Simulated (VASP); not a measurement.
# HgH8 (Cm) in VASP: settings compared

Aim: see how the results for HgH8 move with the level of theory and the settings. Levels: r2SCAN, PBE. Tasks: single point, relaxation of cell and atoms.

Everything below comes from runs of VASP 6.6.1. Logs are shortened: lines on timing, memory, paths and dates and some standing lists are left out, and cuts for length are marked.

### 1 The cell of the first run

It takes space group Cm (No. 8, monoclinic). The conventional cell has a = 11.742 Å, b = 7.885 Å, c = 4.785 Å, α = 90.00°, β = 108.39°, γ = 90.00°. Within 5.5 Å of Hg (site symmetry m) lie 33 H at 3.40 to 5.45 Å and 2 Hg at 4.78 Å. Within 1.0 Å of H (site symmetry 1) lie 1 H at 0.75 Å. Within 1.0 Å of H (site symmetry 1) lie 1 H at 0.75 Å. Within 1.0 Å of H (site symmetry m) lie 1 H at 0.75 Å. H (site symmetry m) has 1 H at 0.75 Å within 1.0 Å. Within 1.0 Å of H (site symmetry m) lie 1 H at 0.75 Å. H (site symmetry m) has 1 H at 0.75 Å within 1.0 Å.

### 2 Single point, r2SCAN

The input, POSCAR:

```
HgH8
1.0
    5.8708322000     -3.9422961000      0.0000000000
    5.8708322000      3.9422961000      0.0000000000
   -1.5096448000      0.0000000000      4.5404267000
Hg H
1 8
Direct
    0.6315990000      0.6315990000      0.3508300000
    0.6246570000      0.2182150000      0.7983130000
    0.6156710000      0.1259710000      0.6812860000
    0.1259710000      0.6156710000      0.6812860000
    0.2182150000      0.6246570000      0.7983130000
    0.2298290000      0.2298290000      0.9781410000
    0.9706780000      0.9706780000      0.2370750000
    0.1817660000      0.1817660000      0.0509310000
    0.0087570000      0.0087570000      0.3960460000
```

The input, INCAR.step1:

```
SYSTEM = HgH8
ALGO     = Normal         ! electronic algorithm
EDIFF    = 1E-4           ! SCF threshold, eV
ENCUT    = 520            ! plane-wave cutoff, eV
GGA      = PE             ! functional
ISMEAR   = 0              ! smearing method
LASPH    = .True.         ! aspherical terms in the spheres
LCHARG   = .False.        ! write CHGCAR
LREAL    = .False.        ! projectors in reciprocal space
LWAVE    = .True.         ! write WAVECAR
NBANDS   = 20             ! bands
NELM     = 60             ! most SCF steps
PREC     = Accurate       ! precision mode
SIGMA    = 0.02           ! smearing width, eV
```

The input, INCAR.step2:

```
SYSTEM = HgH8
ALGO     = Normal         ! electronic algorithm
EDIFF    = 1E-7           ! SCF threshold, eV
ENCUT    = 520            ! plane-wave cutoff, eV
ISIF     = 2              ! what is computed and relaxed
ISMEAR   = 0              ! smearing method
ISTART   = 1            
LASPH    = .True.         ! aspherical terms in the spheres
LCHARG   = .True.         ! write CHGCAR
LELF     = .True.         ! ELF
LMIXTAU  = .True.       
LREAL    = .False.        ! projectors in reciprocal space
LVHAR    = .True.       
LWAVE    = .False.        ! write WAVECAR
METAGGA  = R2SCAN         ! meta-GGA
NBANDS   = 20             ! bands
NELM     = 60             ! most SCF steps
PREC     = Accurate       ! precision mode
SIGMA    = 0.02           ! smearing width, eV
```

The input, KPOINTS:

```
k-points
0
Gamma
  4 4 6
  0 0 0
```

Potentials or basis: VASP PAW PBE potentials, release 64 (Hg, H).

The run is started by

```sh
$ cat potpaw_PBE.64/Hg/POTCAR potpaw_PBE.64/H/POTCAR > POTCAR
$ cp INCAR.step1 INCAR
$ mpirun -np 1 vasp_std > vasp.out
$ cp INCAR.step2 INCAR
$ mpirun -np 1 vasp_std > vasp.out
```

OUTCAR:

```text
SYSTEM = HgH8
   EDIFF = 1E-7
   ENCUT = 520
   ISIF = 2
   ISMEAR = 0
   ISTART = 1
   LASPH = .True.
   LREAL = .False.
   METAGGA = R2SCAN
   NELM = 60
   PREC = Accurate

 ion  position               nearest neighbor table
   1  0.632  0.632  0.351-
   2  0.625  0.218  0.798-   3 0.75
   3  0.616  0.126  0.681-   2 0.75
   4  0.126  0.616  0.681-   5 0.75
   5  0.218  0.625  0.798-   4 0.75
   6  0.230  0.230  0.978-   8 0.75
   7  0.971  0.971  0.237-   9 0.75
   8  0.182  0.182  0.051-   6 0.75
   9  0.009  0.009  0.396-   7 0.75

  LATTYP: Found a base centered monoclinic cell.
 ALAT       =    11.7416644000
 B/A-ratio  =     0.6715054980
 C/A-ratio  =     0.4075078112
 COS(beta)  =    -0.3155071273

  Lattice vectors:

 A1 = (   5.8708322000,  -3.9422961000,   0.0000000000)
 A2 = (   5.8708322000,   3.9422961000,   0.0000000000)
 A3 = (  -1.5096448000,   0.0000000000,   4.5404267000)

Analysis of symmetry for initial positions (statically):
=====================================================================
 Subroutine PRICEL returns:
 Original cell was already a primitive cell.

 Routine SETGRP: Setting up the symmetry group for a
 base centered monoclinic supercell.

 Subroutine GETGRP returns: Found  2 space group operations
 (whereof  2 operations were pure point group operations)
 out of a pool of  4 trial point group operations.

The static configuration has the point symmetry C_1h.

Analysis of symmetry for dynamics (positions and initial velocities):
=====================================================================
 Subroutine PRICEL returns:
 Original cell was already a primitive cell.

 Routine SETGRP: Setting up the symmetry group for a
 base centered monoclinic supercell.

 Subroutine GETGRP returns: Found  2 space group operations
 (whereof  2 operations were pure point group operations)
 out of a pool of  4 trial point group operations.

The dynamic configuration has the point symmetry C_1h.

 Subroutine INISYM returns: Found  2 space group operations
 (whereof  2 operations are pure point group operations),
 and found     1 'primitive' translations

----------------------------------------------------------------------------------------

                                     Primitive cell

  volume of cell :     210.1723

  direct lattice vectors                    reciprocal lattice vectors
     5.870832200 -3.942296100  0.000000000     0.085166801 -0.126829641  0.028317078
     5.870832200  3.942296100  0.000000000     0.085166801  0.126829641  0.028317078
    -1.509644800  0.000000000  4.540426700     0.000000000  0.000000000  0.220243617

  length of vectors
     7.071659583  7.071659583  4.784819959     0.155373739  0.155373739  0.220243617

  position of ions in fractional coordinates (direct lattice)
     0.631599000  0.631599000  0.350830000
     0.624657000  0.218215000  0.798313000
     0.615671000  0.125971000  0.681286000
     0.125971000  0.615671000  0.681286000
     0.218215000  0.624657000  0.798313000
     0.229829000  0.229829000  0.978141000
     0.970678000  0.970678000  0.237075000
     0.181766000  0.181766000  0.050931000
     0.008757000  0.008757000  0.396046000

  ion indices of the primitive-cell ions
   primitive index   ion index
                 1           1
                 2           2
                 3           3
                 4           4
                 5           5
                 6           6
                 7           7
                 8           8
                 9           9

----------------------------------------------------------------------------------------

 KPOINTS: k-points

Automatic generation of k-mesh.
 Grid dimensions read from file:
 generate k-points for:    4    4    6

 Generating k-lattice:

  Cartesian coordinates                     Fractional coordinates (reciprocal lattice)
     0.021291700 -0.031707410  0.007079270     0.250000000  0.000000000  0.000000000
     0.021291700  0.031707410  0.007079270     0.000000000  0.250000000  0.000000000
     0.000000000  0.000000000  0.036707270     0.000000000  0.000000000  0.166666667

  Length of vectors
     0.038843435  0.038843435  0.036707270

  Shift w.r.t. Gamma in fractional coordinates (k-lattice)
     0.000000000  0.000000000  0.000000000

 Subroutine IBZKPT returns following result:
 ===========================================

 Found     34 irreducible k-points:

 Following reciprocal coordinates:
            Coordinates               Weight
  0.000000  0.000000  0.000000      1.000000
  0.250000  0.000000 -0.000000      4.000000
  0.500000  0.000000 -0.000000      2.000000
  0.250000  0.250000 -0.000000      2.000000
  0.500000  0.250000 -0.000000      4.000000
 -0.250000  0.250000  0.000000      2.000000
[... 16 lines left out ...]
  0.500000  0.250000  0.333333      4.000000
 -0.250000  0.250000  0.333333      4.000000
 [... further k-points ...]
   k-points           NKPTS =     34   k-points in BZ     NKDIM =     34   number of bands    NBANDS=     20
   number of dos      NEDOS =    301   number of ions     NIONS =      9
   total plane-waves  NPLWV = 104976
   dimension x,y,z NGX =    54 NGY =   54 NGZ =   36
   dimension x,y,z NGXF=   108 NGYF=  108 NGZF=   72
   ions per type =               1   8
   NGX,Y,Z   is equivalent  to a cutoff of  12.69, 12.69, 12.51 a.u.
   NGXF,Y,Z  is equivalent  to a cutoff of  25.39, 25.39, 25.02 a.u.
 SYSTEM =  HgH8
   PREC   = accura    normal or accurate (medium, high low for compatibility)
   ISTART =      1    job   : 0-new  1-cont  2-samecut
   ICHARG =      0    charge: 1-file 2-atom 10-const
   ISPIN  =      1    spin polarized calculation?
   LNONCOLLINEAR =      F non collinear calculations
   LSORBIT =      F    spin-orbit coupling
   LASPH  =      T    aspherical Exc in radial PAW
   ENCUT  =  520.0 eV  38.22 Ry    6.18 a.u.  13.15 13.15  8.90*2*pi/ulx,y,z
   NELM   =     60;   NELMIN=  2; NELMDL=  0     # of ELM steps
   EDIFF  = 0.1E-06   stopping-criterion for ELM
   LREAL  =      F    real-space projection
   EDIFFG = 0.1E-05   stopping-criterion for IOM
   NSW    =      0    number of steps for IOM
   IBRION =     -1    ionic relax: 0-MD 1-quasi-New 2-CG
   NFREE  =      0    steps in history (QN), initial steepest desc. (CG)
   ISIF   =      2    stress and relaxation
   ISYM   =      2    0-nonsym 1-usesym 2-fastsym
   POTIM  = 0.5000    time-step for ionic-motion
   TEBEG  =    0.0;   TEEND  =   0.0 temperature during run
   PSTRESS=    0.0 pullay stress
   NELECT =      20.0000    total number of electrons
   NUPDOWN=      -1.0000    fix difference up-down
   EMIN   =  10.00;   EMAX   =-10.00  energy-range for DOS
   EFERMI =   0.00;   METHOD = LEGACY
   ISMEAR =     0;   SIGMA  =   0.02  broadening in eV -4-tet -1-fermi 0-gaus
   EFERMI_NEDOS =   21; number of points for ismear=-14 and -15
   IALGO  =     38    algorithm
   IMIX   =      4    mixing-type and parameters
     AMIX     =   0.40;   BMIX     =  1.00
     AMIX_MAG =   1.60;   BMIX_MAG =  1.00
  volume/ion in A,a.u.               =      23.35       157.59
  Fermi-wavevector in a.u.,A,eV,Ry     =   0.747411  1.412402  7.600535  0.558624
  Thomas-Fermi vector in A             =   1.843460
   LORBIT       =      0    0 simple, 1 ext, 2 COOP (PROOUT), +10 PAW based schemes
   METAGGA = R2SCAN    functional components
   LHFCALC =     F    Hartree Fock is set to
   AEXX    =    0.0000 exact exchange contribution
   IVDW    =     0    specifies the selected vdW correction
   LEPSILON=     F    determine dielectric tensor
   LRPA    =     F    only Hartree local field effects (RPA)
 non-spin polarized calculation
 Gauss-broadening in eV      SIGMA  =   0.02
  energy-cutoff  :      520.00
  volume of cell :      210.17
 maximum number of plane-waves:      5684
 NGX is ok and might be reduce to    54
   NGX = 27   NGY = 27   NGZ = 17

 number of electron      20.0000003 magnetization

 Free energy of the ion-electron system (eV)
  ---------------------------------------------------
  ext. energy  EPLUGINS =         0.00000000
  ---------------------------------------------------
  free energy    TOTEN  =       -76.58606396 eV

  energy without entropy =      -76.58606396  energy(sigma->0) =      -76.58606396

 E-fermi :  -5.4213     XC(G=0):  -4.7978

 val. band max:       -5.5182572975   @ k =   0.5000   0.5000   0.5000
 cond. band min:      -0.5803412085   @ k =   0.5000   0.5000   0.5000
 fundamental gap:      4.9379160890
 Fermi energy:        -5.4212900618

 k-point     1 :       0.0000    0.0000    0.0000
  band No.  band energies     occupation
      1     -10.0524      2.00000
      2      -9.4907      2.00000
      3      -9.3229      2.00000
      4      -9.2285      2.00000
      5      -9.0258      2.00000
      6      -8.9875      2.00000
[... 12 lines left out ...]
     19       4.6713      0.00000
     20       5.1717      0.00000

 k-point     2 :       0.2500    0.0000   -0.0000
  band No.  band energies     occupation
      1      -9.9888      2.00000
      2      -9.5768      2.00000
      3      -9.3446      2.00000
      4      -9.1607      2.00000
      5      -9.0256      2.00000
      6      -8.9893      2.00000
[... 12 lines left out ...]
     19       4.7507      0.00000
     20       5.2448      0.00000
[... 465 lines left out ...]
      3      -9.4051      2.00000
      4      -9.2778      2.00000
      5      -9.0009      2.00000
      6      -8.9916      2.00000
[... 12 lines left out ...]
     19       4.6504      0.00000
     20       4.9871      0.00000

 k-point    24 :      -0.2500    0.2500    0.3333
  band No.  band energies     occupation
      1      -9.7098      2.00000
      2      -9.6083      2.00000
      3      -9.3748      2.00000
      4      -9.2770      2.00000
      5      -9.0015      2.00000
      6      -8.9912      2.00000
[... 12 lines left out ...]
     19       4.5639      0.00000
     20       5.5162      0.00000

 [... further k-points ...]

------------------------ aborting loop because EDIFF is reached ----------------------------------------

  FORCE on cell =-STRESS in cart. coord.  units (eV):
  Direction    XX          YY          ZZ          XY          YZ          ZX
  --------------------------------------------------------------------------------------
  -------------------------------------------------------------------------------------
  Total       -0.5451598     -0.3054305     -0.7504093      0.0000000      0.0000000     -0.1242182
  in kB       -4.1558402     -2.3283455     -5.7204895      0.0000000      0.0000000     -0.9469353
  external PRESSURE =      -4.0682251 kB  Pullay stress =       0.0000000 kB

 VOLUME and BASIS-vectors are now :
 -----------------------------------------------------------------------------
  energy-cutoff  :      520.00
  volume of cell :      210.17
      direct lattice vectors                 reciprocal lattice vectors
     5.870832200 -3.942296100  0.000000000     0.085166801 -0.126829641  0.028317078
     5.870832200  3.942296100  0.000000000     0.085166801  0.126829641  0.028317078
    -1.509644800  0.000000000  4.540426700     0.000000000  0.000000000  0.220243617

 POSITION                                       TOTAL-FORCE (eV/Angst)
 -----------------------------------------------------------------------------------
      6.88639      0.00000      1.59292        -0.005078      0.000000     -0.001541
      3.74319     -1.60231      3.62468        -0.150772     -0.120054     -0.196694
      3.32556     -1.93054      3.09333         0.156682      0.122297      0.195975
      3.32556      1.93054      3.09333         0.156682     -0.122297      0.195975
      3.74319      1.60231      3.62468        -0.150772      0.120054     -0.196694
      1.22193      0.00000      4.44118        -0.270849      0.000000      0.134254
     11.03948      0.00000      1.07642         0.079326      0.000000      0.293726
      2.05735      0.00000      0.23125         0.270123      0.000000     -0.130573
     -0.49507      0.00000      1.79822        -0.085343      0.000000     -0.294429
 -----------------------------------------------------------------------------------
    total drift:                               -0.000391     -0.000000     -0.000585

  FREE ENERGIE OF THE ION-ELECTRON SYSTEM (eV)
  ---------------------------------------------------
  free  energy   TOTEN  =       -76.5860639571 eV

  energy  without entropy=      -76.5860639571  energy(sigma->0) =      -76.58606396
```

It took 4.8 min on 1 thread of Intel Xeon 6975P-C (Granite Rapids), shared host; peak memory 0.43 GiB.

Results:

```
Free energy            : -76.5861 eV
Pressure               : -0.4 GPa
Largest force          : 0.307 eV/Å
Band gap on the k mesh : 4.94 eV
```

Forces on the atoms (eV/Å):
```
Hg  -0.005  0.000 -0.002
H   -0.151 -0.120 -0.197
H    0.157  0.122  0.196
H    0.157 -0.122  0.196
H   -0.151  0.120 -0.197
H   -0.271  0.000  0.134
H    0.079  0.000  0.294
H    0.270  0.000 -0.131
H   -0.085  0.000 -0.294
```

Caveat: the PAW data sets were made with another functional, which shifts forces and pressure a little; spin-orbit coupling is left out, which moves the levels of the heavy elements.

### 3 Relaxation of cell and atoms, PBE

The input, INCAR:

```
SYSTEM = HgH8
PREC = Accurate
ENCUT = 600
EDIFF = 1E-6
ISMEAR = 0
SIGMA = 0.02
LREAL = .False.
LASPH = .True.
NELM = 60
ALGO = Normal
ISIF = 3
LWAVE = .False.
LCHARG = .False.
GGA = PE
IBRION = 2
NSW = 100
EDIFFG = -0.01
```

The input, KPOINTS:

```
Automatic mesh
0
Gamma
  4 4 6
  0 0 0
```

POSCAR is that of step 2.

Potentials or basis: VASP PAW PBE potentials, release 64 (Hg, H).

The run is started by

```sh
$ cat potpaw_PBE.64/Hg/POTCAR potpaw_PBE.64/H/POTCAR > POTCAR
$ mpirun -np 1 vasp_std > vasp.out
```

Wall time 2 min (1 thread of Intel Xeon 6975P-C (Granite Rapids), shared host); peak memory 0.44 GiB.

Results (log left out):

| Quantity | Value |
| --- | --- |
| Free energy | -27.2071 eV |
| Relaxed volume | 23.35 Å³/atom |
| Relaxed cell | a = 7.071 Å, b = 7.071 Å, c = 4.784 Å, α = 105.18°, β = 105.18°, γ = 67.76° |
| Space group after relaxing (to 0.1 Å) | Cm (No. 8) |
| Energy gained by relaxing | 0.0 meV/atom |
| Ionic steps | 3 |
| Pressure after relaxing | 0.0 GPa |
| Largest force after relaxing | 0.008 eV/Å |
| Band gap on the k mesh | 4.56 eV |

Forces on the atoms (eV/Å):
```
Hg   0.000  0.000  0.000
H    0.001  0.001  0.002
H   -0.001 -0.001 -0.001
H   -0.001  0.001 -0.001
H    0.001 -0.001  0.002
H    0.005  0.000 -0.003
H   -0.002  0.000 -0.008
H   -0.005  0.000  0.003
H    0.003  0.000  0.008
```

Final structure:
```
Hg H
1.0
     5.87049   -3.94211    0.00026
     5.87049    3.94211    0.00026
    -1.50935    0.00000    4.53958
Hg H
1 8
Direct
  0.63160 0.63160 0.35083
  0.62465 0.21820 0.79830
  0.61567 0.12598 0.68130
  0.12598 0.61567 0.68130
  0.21820 0.62465 0.79830
  0.22981 0.22981 0.97817
  0.97070 0.97070 0.23716
  0.18179 0.18179 0.05090
  0.00874 0.00874 0.39596
```

Levels at points of the mesh, in eV from the valence-band top:
```
           k point  band 8  band 9  band 10  band 11  band 12  band 13
(0.00, 0.00, 0.00)   -3.28   -3.24    -0.29     4.97     5.01     7.29
(0.50, 0.00, 0.00)   -3.29   -3.26    -0.41     5.04     5.73     7.43
(0.50, 0.50, 0.00)   -3.30   -3.28    -0.51     5.43     5.76     7.24
(0.00, 0.00, 0.50)   -3.30   -3.28    -0.09     4.84     6.12     6.16
(0.50, 0.00, 0.50)   -3.28   -3.26    -0.06     4.65     5.40     5.85
(0.50, 0.50, 0.50)   -3.26   -3.25     0.00     4.56     5.26     5.47
```

Caveat: spin-orbit coupling is left out, which moves the levels of the heavy elements.
